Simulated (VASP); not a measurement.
NaF:

```
Na F
1.0
     0.00000    2.34974    2.34974
     2.34974    0.00000    2.34974
     2.34974    2.34974    0.00000
Na F
1 1
Direct
  0.00000 0.00000 0.00000
  0.50000 0.50000 0.50000
```

| Quantity | Value |
| --- | --- |
| Program | VASP 6.6.1 |
| Task | relaxation of cell and atoms |
| Functional | PBEsol |
| Potentials or basis | VASP PAW PBE potentials, release 64 (Na_pv, F) |
| Cutoff | 600 eV |
| k mesh | 8 × 8 × 8 |
| Occupations | fermi-dirac, width 0.02 eV |
| Spin | no spin polarisation |

At the start: pressure -2.1 GPa; volume 12.97 Å³/atom.

Question: How do energy, volume and symmetry change on relaxing?

Answer: Over 4 steps the energy falls by 4.2 meV/atom and the volume is 12.36 Å³/atom (-4.7 %); space group Fm-3m (No. 225, to 0.1 Å) before and after.

Step by step:
| step | energy change (eV) | largest force (eV/Å) | pressure (GPa) | volume (Å³) |
| --- | --- | --- | --- | --- |
| 1 | 0.0000 | 0.0000 | -2.10 | 25.95 |
| 2 | -0.0064 | 0.0000 | -1.11 | 25.31 |
| 3 | -0.0085 | 0.0000 | -0.10 | 24.77 |
| 4 | -0.0085 | 0.0000 | 0.03 | 24.72 |

Final structure:
```xyz
2
Lattice="0.0000 2.3120 2.3120 2.3120 0.0000 2.3120 2.3120 2.3120 0.0000" Properties=species:S:1:pos:R:3 pbc="T T T"
Na    0.0000    2.3120    2.3120
F     2.3120    2.3120    2.3120
```

Caveat: the PAW data sets were made with another functional, which shifts forces and pressure a little.
